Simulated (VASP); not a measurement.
# TaN (P-6m2) in VASP: a series of runs

Runs on TaN. Level: LDA. Tasks: single point.

Program: VASP 6.6.1. These are calculated values, not measurements. Logs are shortened: lines on timing, memory, paths and dates and some standing lists are left out, and cuts for length are marked.

## Step 1: The cell of the first run

The structure is hexagonal, space group P-6m2 (No. 187). Conventional cell: a = 2.907 Å, b = 2.907 Å, c = 2.852 Å, α = 90.00°, β = 90.00°, γ = 120.00°. Within 2.9 Å of Ta (site symmetry -6m2) lie 6 N at 2.20 Å and 2 Ta at 2.85 Å. Within 2.9 Å of N (site symmetry -6m2) lie 6 Ta at 2.20 Å and 2 N at 2.85 Å.

## Step 2: Single point, LDA

The input, INCAR:

```
PREC = Accurate
ENCUT = 520
EDIFF = 1E-7
ISMEAR = 0
SIGMA = 0.1
LREAL = F
LASPH = T
NELM = 100
ALGO = Normal
ISIF = 2
LWAVE = F
LCHARG = F
NBANDS = 15
```

The input, KPOINTS:

```
regular mesh
0
Gamma
  18 18 14
```

The input, POSCAR:

```
TaN
1.0
    2.9065292376      0.0000000000      0.0000000000
   -1.4532646188      2.5171281566      0.0000000000
    0.0000000000      0.0000000000      2.8516193959
Ta N
1 1
Direct
    0.3333333333      0.6666666667      0.5000000000
    0.0000000000      0.0000000000      0.0000000000
```

Potentials or basis: VASP PAW LDA potentials, release 64 (Ta_pv, N).

Run with:

```console
$ cat potpaw_LDA.64/Ta_pv/POTCAR potpaw_LDA.64/N/POTCAR > POTCAR
$ mpirun -np 1 vasp_std > vasp.out
```

OUTCAR:

```text
PREC = Accurate
   ENCUT = 520
   EDIFF = 1E-7
   ISMEAR = 0
   LREAL = F
   LASPH = T
   NELM = 100
   ISIF = 2

 ion  position               nearest neighbor table
   1  0.333  0.667  0.500-   2 2.20   2 2.20   2 2.20   2 2.20   2 2.20   2 2.20
   2  0.000  0.000  0.000-   1 2.20   1 2.20   1 2.20   1 2.20   1 2.20   1 2.20

  LATTYP: Found a hexagonal cell.
 ALAT       =     2.9065292376
 C/A-ratio  =     0.9811081062

  Lattice vectors:

 A1 = (   2.9065292376,   0.0000000000,   0.0000000000)
 A2 = (  -1.4532646188,   2.5171281566,   0.0000000000)
 A3 = (   0.0000000000,   0.0000000000,   2.8516193959)

Analysis of symmetry for initial positions (statically):
=====================================================================
 Subroutine PRICEL returns:
 Original cell was already a primitive cell.

 Routine SETGRP: Setting up the symmetry group for a
 hexagonal supercell.

 Subroutine GETGRP returns: Found 12 space group operations
 (whereof 12 operations were pure point group operations)
 out of a pool of 24 trial point group operations.

The static configuration has the point symmetry D_3h.

Analysis of symmetry for dynamics (positions and initial velocities):
=====================================================================
 Subroutine PRICEL returns:
 Original cell was already a primitive cell.

 Routine SETGRP: Setting up the symmetry group for a
 hexagonal supercell.

 Subroutine GETGRP returns: Found 12 space group operations
 (whereof 12 operations were pure point group operations)
 out of a pool of 24 trial point group operations.

The dynamic configuration has the point symmetry D_3h.

 Subroutine INISYM returns: Found 12 space group operations
 (whereof 12 operations are pure point group operations),
 and found     1 'primitive' translations

----------------------------------------------------------------------------------------

                                     Primitive cell

  volume of cell :      20.8628

  direct lattice vectors                    reciprocal lattice vectors
     2.906529238  0.000000000  0.000000000     0.344052964  0.198639072  0.000000000
    -1.453264619  2.517128157  0.000000000     0.000000000  0.397278143  0.000000000
     0.000000000  0.000000000  2.851619396     0.000000000  0.000000000  0.350677935

  length of vectors
     2.906529238  2.906529238  2.851619396     0.397278143  0.397278143  0.350677935

  position of ions in fractional coordinates (direct lattice)
     0.333333333  0.666666667  0.500000000
     0.000000000  0.000000000  0.000000000

  ion indices of the primitive-cell ions
   primitive index   ion index
[... 81 lines left out ...]
   ISYM   =      2    0-nonsym 1-usesym 2-fastsym
   POTIM  = 0.5000    time-step for ionic-motion
   TEBEG  =    0.0;   TEEND  =   0.0 temperature during run
   PSTRESS=    0.0 pullay stress
   NELECT =      16.0000    total number of electrons
   NUPDOWN=      -1.0000    fix difference up-down
   EMIN   =  10.00;   EMAX   =-10.00  energy-range for DOS
   EFERMI =   0.00;   METHOD = LEGACY
   ISMEAR =     0;   SIGMA  =   0.10  broadening in eV -4-tet -1-fermi 0-gaus
   EFERMI_NEDOS =   21; number of points for ismear=-14 and -15
   IALGO  =     38    algorithm
   IMIX   =      4    mixing-type and parameters
     AMIX     =   0.40;   BMIX     =  1.00
     AMIX_MAG =   1.60;   BMIX_MAG =  1.00
  volume/ion in A,a.u.               =      10.43        70.39
  Fermi-wavevector in a.u.,A,eV,Ry     =   1.498503  2.831760 30.552037  2.245511
  Thomas-Fermi vector in A             =   2.610254
   LORBIT       =      0    0 simple, 1 ext, 2 COOP (PROOUT), +10 PAW based schemes
   GGA     = CA    functional components
   LHFCALC =     F    Hartree Fock is set to
   AEXX    =    0.0000 exact exchange contribution
   IVDW    =     0    specifies the selected vdW correction
   LEPSILON=     F    determine dielectric tensor
   LRPA    =     F    only Hartree local field effects (RPA)
 non-spin polarized calculation
 Gauss-broadening in eV      SIGMA  =   0.10
  energy-cutoff  :      520.00
  volume of cell :       20.86
 maximum number of plane-waves:       581
 NGX is ok and might be reduce to    24
   NGX = 11   NGY = 11   NGZ = 11

 number of electron      16.0000000 magnetization

 Free energy of the ion-electron system (eV)
  ---------------------------------------------------
  ext. energy  EPLUGINS =         0.00000000
  ---------------------------------------------------
  free energy    TOTEN  =       -24.71741968 eV

  energy without entropy =      -24.71716232  energy(sigma->0) =      -24.71729100

 E-fermi :   8.4147     XC(G=0): -13.7579

 val. band max:        8.3704130626   @ k =   0.0000   0.0000   0.4286
 cond. band min:       8.4462538102   @ k =   0.0556  -0.0000   0.5000
 fundamental gap:      0.0758407476
 Fermi energy:         8.4146529462

 k-point     1 :       0.0000    0.0000    0.0000
  band No.  band energies     occupation
      1     -26.0815      2.00000
      2     -25.7989      2.00000
      3     -25.7989      2.00000
      4      -9.3254      2.00000
      5       3.7682      2.00000
      6       3.7682      2.00000
      7       4.1066      2.00000
      8       5.5497      2.00000
      9      11.0728      0.00000
     10      12.1921      0.00000
     11      12.1921      0.00000
     12      12.5788      0.00000
     13      12.5788      0.00000
     14      20.9610      0.00000
[... 401 lines left out ...]
      2     -26.1462      2.00000
      3     -25.9147      2.00000
      4      -6.8332      2.00000
      5       0.2425      2.00000
      6       3.1775      2.00000
      7       4.1339      2.00000
      8       6.1144      2.00000
      9      10.8018      0.00000
     10      11.6602      0.00000
     11      13.2457      0.00000
     12      14.7121      0.00000
     13      17.4931      0.00000
     14      20.8759      0.00000
     15      21.1529      0.00000

 [... further k-points ...]
[... 5 lines left out ...]
  --------------------------------------------------------------------------------------
  -------------------------------------------------------------------------------------
  Total        0.2541773      0.2541773      0.2827901      0.0000000     -0.0000000      0.0000000
  in kB       19.5198194     19.5198194     21.7171713      0.0000000     -0.0000000      0.0000000
  external PRESSURE =      20.2522701 kB  Pullay stress =       0.0000000 kB

 VOLUME and BASIS-vectors are now :
 -----------------------------------------------------------------------------
  energy-cutoff  :      520.00
  volume of cell :       20.86
      direct lattice vectors                 reciprocal lattice vectors
     2.906529238  0.000000000  0.000000000     0.344052964  0.198639072  0.000000000
    -1.453264619  2.517128157  0.000000000     0.000000000  0.397278143  0.000000000
     0.000000000  0.000000000  2.851619396     0.000000000  0.000000000  0.350677935

 POSITION                                       TOTAL-FORCE (eV/Angst)
 -----------------------------------------------------------------------------------
     -0.00000      1.67809      1.42581         0.000000      0.000000      0.000000
      0.00000      0.00000      0.00000        -0.000000      0.000000      0.000000
 -----------------------------------------------------------------------------------
    total drift:                                0.000000     -0.000000     -0.000000

  FREE ENERGIE OF THE ION-ELECTRON SYSTEM (eV)
  ---------------------------------------------------
  free  energy   TOTEN  =       -24.7174196826 eV

  energy  without entropy=      -24.7171623234  energy(sigma->0) =      -24.71729100
```

OSZICAR:

```text
N       E                     dE             d eps       ncg     rms          rms(c)
DAV:   1     0.880814588151E+02    0.88081E+02   -0.87899E+03  8888   0.113E+03
DAV:   2    -0.245563076020E+02   -0.11264E+03   -0.10607E+03 10679   0.301E+02
DAV:   3    -0.272450286444E+02   -0.26887E+01   -0.26772E+01 10707   0.423E+01
DAV:   4    -0.272543722265E+02   -0.93436E-02   -0.93404E-02 11057   0.281E+00
DAV:   5    -0.272544230023E+02   -0.50776E-04   -0.50770E-04 10686   0.192E-01    0.250E+01
DAV:   6    -0.248505659839E+02    0.24039E+01   -0.42992E+00 10456   0.234E+01    0.107E+01
DAV:   7    -0.247573728649E+02    0.93193E-01   -0.48568E-01  9391   0.538E+00    0.723E+00
DAV:   8    -0.247229124369E+02    0.34460E-01   -0.12941E-01 10280   0.307E+00    0.134E+00
DAV:   9    -0.247176182682E+02    0.52942E-02   -0.11060E-02  9573   0.850E-01    0.177E-01
DAV:  10    -0.247174830763E+02    0.13519E-03   -0.61748E-04 10469   0.294E-01    0.125E-01
DAV:  11    -0.247174190248E+02    0.64052E-04   -0.96972E-05  9692   0.909E-02    0.126E-02
DAV:  12    -0.247174197162E+02   -0.69137E-06   -0.67638E-06  9664   0.217E-02    0.309E-03
DAV:  13    -0.247174196826E+02    0.33552E-07   -0.55643E-08  7023   0.228E-03
   1 F= -.24717420E+02 E0= -.24717291E+02  d E =-.257359E-03
```

Run time: 23 s. Hardware: 1 thread of Intel Xeon 6975P-C (Granite Rapids), shared host; peak memory 0.2 GiB.

What came out:

| Item | Value |
| --- | --- |
| Free energy | -24.7174 eV |
| Pressure | 2.0 GPa |
| Band gap on the k mesh | zero (band 8 reaches 8.71 eV, above the bottom of band 9 at 8.33 eV) |

Caveat: spin-orbit coupling is left out, which moves the levels of the heavy elements.

## Step 3: Single point, LDA

This run uses another cell than the first one, of 10.03 Å³/atom, 0.962 times its volume.

The input, INCAR:

```
SYSTEM = TaN
  PREC = Accurate
  ENCUT = 520
  EDIFF = 1E-7
  ISMEAR = -1
  SIGMA = 0.15
  LREAL = .FALSE.
  LASPH = .TRUE.
  NELM = 80
  ALGO = Normal
  ISIF = 2
  LWAVE = .FALSE.
  LCHARG = .FALSE.
  NBANDS = 15
```

The input, KPOINTS:

```
Automatic mesh
0
G
  18 18 14
  0 0 0
```

The input, POSCAR:

```
TaN
1.0
    2.8670690000      0.0000000000      0.0000000000
   -1.4335345000      2.4829545884      0.0000000000
    0.0000000000      0.0000000000      2.8191600824
Ta N
1 1
Direct
    0.3333333333      0.6666666667      0.5000000000
    0.0000000000      0.0000000000      0.0000000000
```

Potentials or basis: VASP PAW LDA potentials, release 64 (Ta_pv, N).

Run with:

```console
$ cat potpaw_LDA.64/Ta_pv/POTCAR potpaw_LDA.64/N/POTCAR > POTCAR
$ mpirun -np 1 vasp_std > vasp.out
```

Wall time 39 s (1 thread of Intel Xeon Platinum 8559C (Emerald Rapids), shared host); peak memory 0.2 GiB.

Results (log left out):

| Property | Result |
| --- | --- |
| Free energy | -24.6715 eV |
| Pressure | 18.3 GPa |
| Band gap on the k mesh | zero (band 8 reaches 9.13 eV, above the bottom of band 9 at 8.75 eV) |

Stress tensor (GPa, compression positive):
```
18.26  0.00  0.00
 0.00 18.26  0.00
 0.00  0.00 18.51
```

Levels at points of the mesh, in eV from the Fermi level:
| k point | band 4 | band 5 | band 6 | band 7 | band 8 | band 9 | band 10 | band 11 | band 12 | band 13 |
| --- | --- | --- | --- | --- | --- | --- | --- | --- | --- | --- |
| (0.00, 0.00, 0.00) | -18.13 | -4.90 | -4.90 | -4.60 | -3.02 | 2.88 | 3.86 | 3.86 | 4.30 | 4.30 |
| (0.50, 0.00, 0.00) | -15.50 | -8.68 | -5.62 | -3.84 | -3.30 | 3.17 | 4.43 | 5.54 | 5.78 | 8.21 |
| (0.00, 0.00, 0.50) | -14.98 | -9.80 | -4.03 | -4.03 | -0.20 | -0.20 | 2.57 | 3.45 | 3.45 | 8.90 |
| (0.50, 0.00, 0.50) | -16.03 | -7.76 | -6.45 | -6.14 | -0.18 | 4.67 | 5.86 | 6.65 | 7.68 | 11.16 |

Caveat: spin-orbit coupling is left out, which moves the levels of the heavy elements.

## Step 4: Single point, LDA

The input, INCAR:

```
PREC = Accurate
ENCUT = 520
EDIFF = 1E-7
ISMEAR = 0
SIGMA = 0.1
LREAL = F
LASPH = T
NELM = 100
ALGO = Normal
ISIF = 2
LWAVE = F
LCHARG = F
NBANDS = 15
```

The input, KPOINTS:

```
regular mesh
0
Gamma
  18 18 14
```

The input, POSCAR:

```
TaN
1.0
    2.9065292372      0.0000000000      0.0000000000
   -1.4532646186      2.5171281563      0.0000000000
    0.0000000000      0.0000000000      2.8516193968
Ta N
1 1
Direct
    0.3333333333      0.6666666667      0.5000000000
    0.0000000000      0.0000000000      0.0000000000
```

Run with:

```console
$ cat potpaw_LDA.64/Ta_pv/POTCAR potpaw_LDA.64/N/POTCAR > POTCAR
$ mpirun -np 1 vasp_std > vasp.out
```

Wall time 38 s (1 thread of Intel Xeon Platinum 8559C (Emerald Rapids), shared host); peak memory 0.2 GiB.

Results (log left out):

* Free energy: -24.7174 eV
* Pressure: 2.0 GPa
* Band gap on the k mesh: zero (band 8 reaches 8.71 eV, above the bottom of band 9 at 8.33 eV)

Stress tensor (GPa, compression positive):
```
1.95 0.00 0.00
0.00 1.95 0.00
0.00 0.00 2.17
```

Levels at points of the mesh, in eV from the Fermi level:
```csv
k point,band 6,band 7,band 8,band 9,band 10,band 11
"(0.00, 0.00, 0.00)",-4.65,-4.31,-2.86,2.66,3.78,3.78
"(0.50, 0.00, 0.00)",-5.30,-3.57,-3.14,3.12,4.27,5.42
"(0.00, 0.00, 0.50)",-3.81,-3.81,-0.08,-0.08,2.58,3.41
"(0.50, 0.00, 0.50)",-6.21,-5.82,-0.17,4.47,5.63,6.39
```

Caveat: spin-orbit coupling is left out, which moves the levels of the heavy elements.

## Step 5: Single point, LDA

This run uses another cell than the first one, of 10.03 Å³/atom, 0.962 times its volume.

The input, INCAR:

```
SYSTEM = TaN
  PREC = Accurate
  ENCUT = 600
  EDIFF = 1E-6
  ISMEAR = -1
  SIGMA = 0.15
  LREAL = .FALSE.
  LASPH = .TRUE.
  NELM = 120
  ALGO = Normal
  ISIF = 2
  LWAVE = .FALSE.
  LCHARG = .FALSE.
  NBANDS = 16
  GGA_COMPAT = .FALSE.
```

The input, KPOINTS:

```
Automatic mesh
0
G
  18 18 14
  0 0 0
```

The input, POSCAR:

```
TaN
1.0
    2.8670690000      0.0000000000      0.0000000000
   -1.4335345000      2.4829545884      0.0000000000
    0.0000000000      0.0000000000      2.8191600824
Ta N
1 1
Direct
    0.3333333333      0.6666666667      0.5000000000
    0.0000000000      0.0000000000      0.0000000000
```

Potentials or basis: VASP PAW LDA potentials, release 64 (Ta_sv_GW, N).

Run with:

```console
$ cat potpaw_LDA.64/Ta_sv_GW/POTCAR potpaw_LDA.64/N/POTCAR > POTCAR
$ mpirun -np 1 vasp_std > vasp.out
```

OUTCAR:

```text
SYSTEM = TaN
   PREC = Accurate
   ENCUT = 600
   EDIFF = 1E-6
   ISMEAR = -1
   LREAL = .FALSE.
   LASPH = .TRUE.
   NELM = 120
   ISIF = 2

 ion  position               nearest neighbor table
   1  0.333  0.667  0.500-   2 2.17   2 2.17   2 2.17   2 2.17   2 2.17   2 2.17
   2  0.000  0.000  0.000-   1 2.17   1 2.17   1 2.17   1 2.17   1 2.17   1 2.17

  LATTYP: Found a hexagonal cell.
 ALAT       =     2.8670690000
 C/A-ratio  =     0.9832899321

  Lattice vectors:

 A1 = (   2.8670690000,   0.0000000000,   0.0000000000)
 A2 = (  -1.4335345000,   2.4829545884,   0.0000000000)
 A3 = (   0.0000000000,   0.0000000000,   2.8191600824)

Analysis of symmetry for initial positions (statically):
=====================================================================
 Subroutine PRICEL returns:
 Original cell was already a primitive cell.

 Routine SETGRP: Setting up the symmetry group for a
 hexagonal supercell.

 Subroutine GETGRP returns: Found 12 space group operations
 (whereof 12 operations were pure point group operations)
 out of a pool of 24 trial point group operations.

The static configuration has the point symmetry D_3h.

Analysis of symmetry for dynamics (positions and initial velocities):
[... 156 lines left out ...]

  energy without entropy =      -27.17352463  energy(sigma->0) =      -27.17905568

 E-fermi :  13.2591     XC(G=0): -14.3906

 val. band max:       13.2108751493   @ k =   0.0556   0.0000   0.4286
 cond. band min:      13.2872670161   @ k =   0.0000   0.0000   0.3571
 fundamental gap:      0.0763918668
 Fermi energy:        13.2591470897

 k-point     1 :       0.0000    0.0000    0.0000
  band No.  band energies     occupation
      1     -54.7141      2.00000
      2     -21.2283      2.00000
      3     -20.9164      2.00000
      4     -20.9164      2.00000
      5      -4.8524      2.00000
      6       8.3504      2.00000
[... 433 lines left out ...]
      3     -21.3142      2.00000
      4     -21.0338      2.00000
      5      -2.2165      2.00000
      6       4.7813      2.00000
[... 8 lines left out ...]
     15      26.2841      0.00000
     16      29.6602      0.00000

 [... further k-points ...]
[... 5 lines left out ...]
  --------------------------------------------------------------------------------------
  -------------------------------------------------------------------------------------
  Total        2.1838450      2.1838450      2.2052676      0.0000000      0.0000000      0.0000000
  in kB      174.3434916    174.3434916    176.0537231      0.0000000      0.0000000      0.0000000
  external PRESSURE =     174.9135688 kB  Pullay stress =       0.0000000 kB

 VOLUME and BASIS-vectors are now :
 -----------------------------------------------------------------------------
  energy-cutoff  :      600.00
  volume of cell :       20.07
      direct lattice vectors                 reciprocal lattice vectors
     2.867069000  0.000000000  0.000000000     0.348788257  0.201372994  0.000000000
    -1.433534500  2.482954588  0.000000000     0.000000000  0.402745988  0.000000000
     0.000000000  0.000000000  2.819160082     0.000000000  0.000000000  0.354715579

 POSITION                                       TOTAL-FORCE (eV/Angst)
 -----------------------------------------------------------------------------------
     -0.00000      1.65530      1.40958        -0.000000      0.000000      0.000000
      0.00000      0.00000      0.00000         0.000000     -0.000000      0.000000
 -----------------------------------------------------------------------------------
    total drift:                                0.000000     -0.000000     -0.000000

  FREE ENERGIE OF THE ION-ELECTRON SYSTEM (eV)
  ---------------------------------------------------
  free  energy   TOTEN  =       -27.1845867338 eV

  energy  without entropy=      -27.1735246336  energy(sigma->0) =      -27.17905568
```

It took 40 s on 1 thread of Intel Xeon Platinum 8488C (Sapphire Rapids), shared host; peak memory 0.23 GiB.

What came out:

```yaml
Free_energy: -27.1846 eV
Pressure: 17.5 GPa
Band_gap_on_the_k_mesh: zero (band 9 reaches 13.44 eV, above the bottom of band 10 at 13.06 eV)
```

Levels at points of the mesh, in eV from the Fermi level:
```
           k point  band 5  band 6  band 7  band 8  band 9  band 10  band 11  band 12  band 13  band 14
(0.00, 0.00, 0.00)  -18.11   -4.91   -4.91   -4.60   -3.02     2.85     3.84     3.84     4.30     4.30
(0.50, 0.00, 0.00)  -15.50   -8.68   -5.62   -3.83   -3.30     3.17     4.42     5.51     5.77     8.16
(0.00, 0.00, 0.50)  -14.99   -9.79   -4.03   -4.03   -0.20    -0.20     2.55     3.43     3.43     8.86
(0.50, 0.00, 0.50)  -16.03   -7.76   -6.45   -6.14   -0.17     4.65     5.86     6.65     7.67    11.15
```

Caveat: spin-orbit coupling is left out, which moves the levels of the heavy elements.

## Step 6: Summary

```csv
potentials or basis,cell,cutoff (eV),smearing,second run,gap on the mesh (eV),pressure (GPa)
"VASP PAW LDA potentials, release 64 (Ta_pv, N)","a = 2.907, b = 2.907, c = 2.852 Å, angles 90.0, 90.0, 120.0°, 2 atoms",520,gaussian 0.1 eV,-,none,2.0
"VASP PAW LDA potentials, release 64 (Ta_pv, N)","a = 2.867, b = 2.867, c = 2.819 Å, angles 90.0, 90.0, 120.0°, 2 atoms",520,fermi-dirac 0.15 eV,-,none,18.3
"VASP PAW LDA potentials, release 64 (Ta_sv_GW, N)","a = 2.867, b = 2.867, c = 2.819 Å, angles 90.0, 90.0, 120.0°, 2 atoms",600,fermi-dirac 0.15 eV,valence_matched,none,17.5
```

Alike in all rows: task single point; level LDA; no spin polarisation; k mesh 18 × 18 × 14.

Caveats: spin-orbit coupling is left out, which moves the levels of the heavy elements.

Absolute energies hang on the potentials; compare differences alone.
